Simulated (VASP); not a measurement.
# BiOs (Fm-3m) in VASP: further runs

Aim: see how the results for BiOs move with the level of theory and the settings. Levels: PBE, RPBE, PBEsol. Tasks: single point.

All numbers are computed with VASP 6.6.1; they aren't measurements. Logs are shortened: lines on timing, memory, paths and dates and some standing lists are left out, and cuts for length are marked.

## 1. The cell of the first run

Symmetry: Fm-3m, No. 225, cubic system. The conventional cell has a = 5.592 Å, b = 5.592 Å, c = 5.592 Å, α = 90.00°, β = 90.00°, γ = 90.00°. Os (site symmetry m-3m) has 6 Bi at 2.80 Å within 3.7 Å. Bi (site symmetry m-3m) has 6 Os at 2.80 Å within 3.7 Å.

## 2. Single point, PBE

INCAR reads:

```
PREC = Accurate
ENCUT = 520
EDIFF = 1E-7
ISMEAR = -4
SIGMA = 0.1
LREAL = False
LASPH = True
NELM = 100
ALGO = Normal
ISIF = 2
LWAVE = False
LCHARG = True
GGA = PE
LELF = True
LVHAR = True
NBANDS = 18
```

KPOINTS reads:

```
Automatic mesh
0
Gamma
  10 10 10
```

POSCAR reads:

```
BiOs
1.0
    0.0000000000      2.7958475025      2.7958475025
    2.7958475025      0.0000000000      2.7958475025
    2.7958475025      2.7958475025      0.0000000000
Os Bi
1 1
Direct
    0.5000000000      0.5000000000      0.5000000000
    0.0000000000      0.0000000000      0.0000000000
```

Potentials or basis: VASP PAW PBE potentials, release 64 (Os, Bi_d).

Command:

```sh
$ cat potpaw_PBE.64/Os/POTCAR potpaw_PBE.64/Bi_d/POTCAR > POTCAR
$ mpirun -np 1 vasp_std > vasp.out
```

OUTCAR:

```text
PREC = Accurate
   ENCUT = 520
   EDIFF = 1E-7
   ISMEAR = -4
   LREAL = False
   LASPH = True
   NELM = 100
   ISIF = 2
   GGA = PE

 ion  position               nearest neighbor table
   1  0.500  0.500  0.500-   2 2.80   2 2.80   2 2.80   2 2.80   2 2.80   2 2.80
   2  0.000  0.000  0.000-   1 2.80   1 2.80   1 2.80   1 2.80   1 2.80   1 2.80

  LATTYP: Found a face centered cubic cell.
 ALAT       =     5.5916950050

  Lattice vectors:

 A1 = (   0.0000000000,   2.7958475025,   2.7958475025)
 A2 = (   2.7958475025,   0.0000000000,   2.7958475025)
 A3 = (   2.7958475025,   2.7958475025,   0.0000000000)

Analysis of symmetry for initial positions (statically):
=====================================================================
 Subroutine PRICEL returns:
 Original cell was already a primitive cell.

 Routine SETGRP: Setting up the symmetry group for a
 face centered cubic supercell.

 Subroutine GETGRP returns: Found 48 space group operations
 (whereof 48 operations were pure point group operations)
 out of a pool of 48 trial point group operations.

The static configuration has the point symmetry O_h .

Analysis of symmetry for dynamics (positions and initial velocities):
=====================================================================
 Subroutine PRICEL returns:
 Original cell was already a primitive cell.

 Routine SETGRP: Setting up the symmetry group for a
 face centered cubic supercell.

 Subroutine GETGRP returns: Found 48 space group operations
 (whereof 48 operations were pure point group operations)
 out of a pool of 48 trial point group operations.

The dynamic configuration has the point symmetry O_h .

 Subroutine INISYM returns: Found 48 space group operations
 (whereof 48 operations are pure point group operations),
 and found     1 'primitive' translations

----------------------------------------------------------------------------------------

                                     Primitive cell

  volume of cell :      43.7090

  direct lattice vectors                    reciprocal lattice vectors
     0.000000000  2.795847503  2.795847503    -0.178836650  0.178836650  0.178836650
     2.795847503  0.000000000  2.795847503     0.178836650 -0.178836650  0.178836650
     2.795847503  2.795847503  0.000000000     0.178836650  0.178836650 -0.178836650

  length of vectors
[... 76 lines left out ...]
   ISTART =      0    job   : 0-new  1-cont  2-samecut
   ICHARG =      2    charge: 1-file 2-atom 10-const
   ISPIN  =      1    spin polarized calculation?
   LNONCOLLINEAR =      F non collinear calculations
   LSORBIT =      F    spin-orbit coupling
   LASPH  =      T    aspherical Exc in radial PAW
   ENCUT  =  520.0 eV  38.22 Ry    6.18 a.u.   7.35  7.35  7.35*2*pi/ulx,y,z
   NELM   =    100;   NELMIN=  2; NELMDL= -5     # of ELM steps
   EDIFF  = 0.1E-06   stopping-criterion for ELM
   LREAL  =      F    real-space projection
   EDIFFG = 0.1E-05   stopping-criterion for IOM
   NSW    =      0    number of steps for IOM
   IBRION =     -1    ionic relax: 0-MD 1-quasi-New 2-CG
   NFREE  =      0    steps in history (QN), initial steepest desc. (CG)
   ISIF   =      2    stress and relaxation
   ISYM   =      2    0-nonsym 1-usesym 2-fastsym
   POTIM  = 0.5000    time-step for ionic-motion
   TEBEG  =    0.0;   TEEND  =   0.0 temperature during run
   PSTRESS=    0.0 pullay stress
   NELECT =      23.0000    total number of electrons
   NUPDOWN=      -1.0000    fix difference up-down
   EMIN   =  10.00;   EMAX   =-10.00  energy-range for DOS
   EFERMI =   0.00;   METHOD = LEGACY
   ISMEAR =    -4;   SIGMA  =   0.10  broadening in eV -4-tet -1-fermi 0-gaus
   EFERMI_NEDOS =   21; number of points for ismear=-14 and -15
   IALGO  =     38    algorithm
   IMIX   =      4    mixing-type and parameters
     AMIX     =   0.40;   BMIX     =  1.00
     AMIX_MAG =   1.60;   BMIX_MAG =  1.00
  volume/ion in A,a.u.               =      21.85       147.48
  Fermi-wavevector in a.u.,A,eV,Ry     =   1.321683  2.497619 23.767281  1.746846
  Thomas-Fermi vector in A             =   2.451419
   LORBIT       =      0    0 simple, 1 ext, 2 COOP (PROOUT), +10 PAW based schemes
   GGA     = PE    functional components
   LHFCALC =     F    Hartree Fock is set to
   AEXX    =    0.0000 exact exchange contribution
   IVDW    =     0    specifies the selected vdW correction
   LEPSILON=     F    determine dielectric tensor
   LRPA    =     F    only Hartree local field effects (RPA)
 non-spin polarized calculation
 Fermi weights with tetrahedron method witout Bloechl corrections
  energy-cutoff  :      520.00
  volume of cell :       43.71
 maximum number of plane-waves:      1243
 NGX is ok and might be reduce to    30
   NGX = 15   NGY = 15   NGZ = 15

 number of electron      23.0000008 magnetization

 Free energy of the ion-electron system (eV)
  ---------------------------------------------------
  ext. energy  EPLUGINS =         0.00000000
  ---------------------------------------------------
  free energy    TOTEN  =       -12.31511548 eV

  energy without entropy =      -12.31511548  energy(sigma->0) =      -12.31511548

 E-fermi :   8.0389     XC(G=0): -11.6765

 val. band max:        8.0155224114   @ k =   0.4000   0.2000   0.0000
 cond. band min:       7.9563999947   @ k =   0.5000   0.5000   0.0000
 fundamental gap:     -0.0591224167
 Fermi energy:         8.0388592575

 k-point     1 :       0.0000    0.0000    0.0000
  band No.  band energies     occupation
      1     -14.6976      2.00000
      2     -14.6976      2.00000
      3     -14.6190      2.00000
      4     -14.6190      2.00000
      5     -14.6190      2.00000
      6      -4.9995      2.00000
[... 481 lines left out ...]
      5     -14.5661      2.00000
      6      -3.3244      2.00000
[... 10 lines left out ...]
     17      19.4357      0.00000
     18      19.7563      0.00000

 [... further k-points ...]
[... 5 lines left out ...]
  --------------------------------------------------------------------------------------
  -------------------------------------------------------------------------------------
  Total        0.1396630      0.1396630      0.1396630     -0.0000000      0.0000000      0.0000000
  in kB        5.1194282      5.1194282      5.1194282     -0.0000000      0.0000000      0.0000000
  external PRESSURE =       5.1194282 kB  Pullay stress =       0.0000000 kB

 VOLUME and BASIS-vectors are now :
 -----------------------------------------------------------------------------
  energy-cutoff  :      520.00
  volume of cell :       43.71
      direct lattice vectors                 reciprocal lattice vectors
     0.000000000  2.795847503  2.795847503    -0.178836650  0.178836650  0.178836650
     2.795847503  0.000000000  2.795847503     0.178836650 -0.178836650  0.178836650
     2.795847503  2.795847503  0.000000000     0.178836650  0.178836650 -0.178836650

 POSITION                                       TOTAL-FORCE (eV/Angst)
 -----------------------------------------------------------------------------------
      2.79585      2.79585      2.79585         0.000000      0.000000     -0.000000
      0.00000      0.00000      0.00000        -0.000000     -0.000000      0.000000
 -----------------------------------------------------------------------------------
    total drift:                               -0.000000      0.000000      0.000000

  FREE ENERGIE OF THE ION-ELECTRON SYSTEM (eV)
  ---------------------------------------------------
  free  energy   TOTEN  =       -12.3151154786 eV

  energy  without entropy=      -12.3151154786  energy(sigma->0) =      -12.31511548
```

stdout:

```text
POSCAR found type information on POSCAR OsBi
 POSCAR found :  2 types and       2 ions
 scaLAPACK will be used
 LDA part: xc-table for (Slater+PW92), standard interpolation
 POSCAR, INCAR and KPOINTS ok, starting setup
 FFT: planning ... GRIDC
 FFT: planning ... GRID_SOFT
 FFT: planning ... GRID
 WAVECAR not read
 entering main loop
 -----------------------------------------------------------------------------
|                                                                             |
|           W    W    AA    RRRRR   N    N  II  N    N   GGGG   !!!           |
|           W    W   A  A   R    R  NN   N  II  NN   N  G    G  !!!           |
|           W    W  A    A  R    R  N N  N  II  N N  N  G       !!!           |
|           W WW W  AAAAAA  RRRRR   N  N N  II  N  N N  G  GGG   !            |
|           WW  WW  A    A  R   R   N   NN  II  N   NN  G    G                |
|           W    W  A    A  R    R  N    N  II  N    N   GGGG   !!!           |
|                                                                             |
|     Tetrahedron method does not include variations of the Fermi             |
|     occupations, so forces and stress will be inaccurate. We suggest        |
|     using a different smearing scheme ISMEAR = 1 or 2 for metals in         |
|     relaxations.                                                            |
|                                                                             |
 -----------------------------------------------------------------------------
```

Wall time 65 s (1 thread of Intel Xeon 8259CL, shared host); peak memory 0.2 GiB.

What came out:

| Quantity | Value |
| --- | --- |
| Free energy | -12.3151 eV |
| Pressure | 0.5 GPa |
| Band gap on the k mesh | zero (an odd number of electrons rules out a gap without spin polarisation) |

Caveat: spin-orbit coupling is left out, which moves the levels of the heavy elements; tetrahedron occupations give inexact forces and stress in metals.

## 3. Single point, RPBE

INCAR reads:

```
SYSTEM = BiOs
PREC = Accurate
ENCUT = 520
EDIFF = 1E-6
ISMEAR = 0
SIGMA = 0.05
LREAL = .FALSE.
LASPH = .TRUE.
NELM = 60
ALGO = Normal
ISIF = 2
LWAVE = .FALSE.
LCHARG = .TRUE.
GGA = RP
LELF = .TRUE.
LVHAR = .TRUE.
NBANDS = 18
```

KPOINTS reads:

```
Automatic mesh
0
G
  10 10 10
  0 0 0
```

POSCAR is that of step 2.

Potentials or basis: VASP PAW PBE potentials, release 64 (Os, Bi_d).

Command:

```sh
$ cat potpaw_PBE.64/Os/POTCAR potpaw_PBE.64/Bi_d/POTCAR > POTCAR
$ mpirun -np 1 vasp_std > vasp.out
```

Wall time 59 s (1 thread of Intel Xeon 8259CL, shared host); peak memory 0.2 GiB.

It converged, with:

- Free energy: -11.3111 eV
- Pressure: 2.4 GPa
- Band gap on the k mesh: zero (an odd number of electrons rules out a gap without spin polarisation)

Levels at points of the mesh, in eV from the Fermi level:
| k point | band 9 | band 10 | band 11 | band 12 | band 13 | band 14 |
| --- | --- | --- | --- | --- | --- | --- |
| (0.00, 0.00, 0.00) | -1.42 | -1.02 | -1.02 | 1.97 | 1.97 | 1.97 |
| (0.50, 0.00, 0.00) | -3.42 | -0.54 | -0.54 | -0.23 | 4.29 | 6.50 |
| (0.50, 0.50, 0.00) | -0.90 | -0.90 | -0.54 | -0.06 | -0.06 | 0.25 |

Caveat: the PAW data sets were made with another functional, which shifts forces and pressure a little; spin-orbit coupling is left out, which moves the levels of the heavy elements.

## 4. Single point, PBEsol

INCAR reads:

```
PREC     = Accurate       # precision mode
ENCUT    = 520            # plane-wave cutoff, eV
EDIFF    = 1E-6           # SCF threshold, eV
ISMEAR   = 0              # smearing method
SIGMA    = 0.05           # smearing width, eV
LREAL    = False          # projectors in reciprocal space
LASPH    = True           # aspherical terms in the spheres
NELM     = 80             # most SCF steps
ALGO     = Normal         # electronic algorithm
ISIF     = 2              # what is computed and relaxed
LWAVE    = False          # write WAVECAR
LCHARG   = False          # write CHGCAR
GGA      = PS             # functional
NBANDS   = 18             # bands
```

KPOINTS reads:

```
Automatic mesh
0
Gamma
  10 10 10
```

POSCAR is that of step 3.

Command:

```sh
$ cat potpaw_PBE.64/Os/POTCAR potpaw_PBE.64/Bi_d/POTCAR > POTCAR
$ mpirun -np 1 vasp_std > vasp.out
```

It took 57 s on 1 thread of Intel Xeon 8259CL, shared host; peak memory 0.19 GiB.

It converged, with:

- Free energy: -13.6955 eV
- Pressure: -5.3 GPa
- Band gap on the k mesh: zero (an odd number of electrons rules out a gap without spin polarisation)

Levels at points of the mesh, in eV from the Fermi level:
```tsv
k point	band 8	band 9	band 10	band 11	band 12	band 13	band 14	band 15
(0.00, 0.00, 0.00)	-1.41	-1.41	-1.03	-1.03	1.93	1.93	1.93	4.00
(0.50, 0.00, 0.00)	-3.44	-3.44	-0.53	-0.53	-0.22	4.25	6.47	6.47
(0.50, 0.50, 0.00)	-2.40	-0.93	-0.93	-0.56	-0.04	-0.04	0.21	2.19
```

Caveat: the cell stands under tension; the PAW data sets were made with another functional, which shifts forces and pressure a little; spin-orbit coupling is left out, which moves the levels of the heavy elements.

## 5. The runs side by side

```csv
level,smearing,gap on the mesh (eV),pressure (GPa)
PBE,tetrahedron,none,0.5
RPBE,gaussian 0.05 eV,none,2.4
PBEsol,gaussian 0.05 eV,none,-5.3
```

Alike in all rows: task single point; potentials or basis VASP PAW PBE potentials, release 64 (Os, Bi_d); no spin polarisation; cell as given; k mesh 10 × 10 × 10; cutoff (eV) 520.

The pressure there spans -5.3 GPa (PBEsol) to 2.4 GPa (RPBE); a positive pressure means that this level wants a larger cell, a negative one a smaller.

Caveats: spin-orbit coupling is left out, which moves the levels of the heavy elements; the PAW data sets were made with another functional, which shifts forces and pressure a little (at least some runs); tetrahedron occupations give inexact forces and stress in metals (at least some runs); the cell stands under tension (at least some runs).

Absolute energies hang on the potentials; compare differences alone.
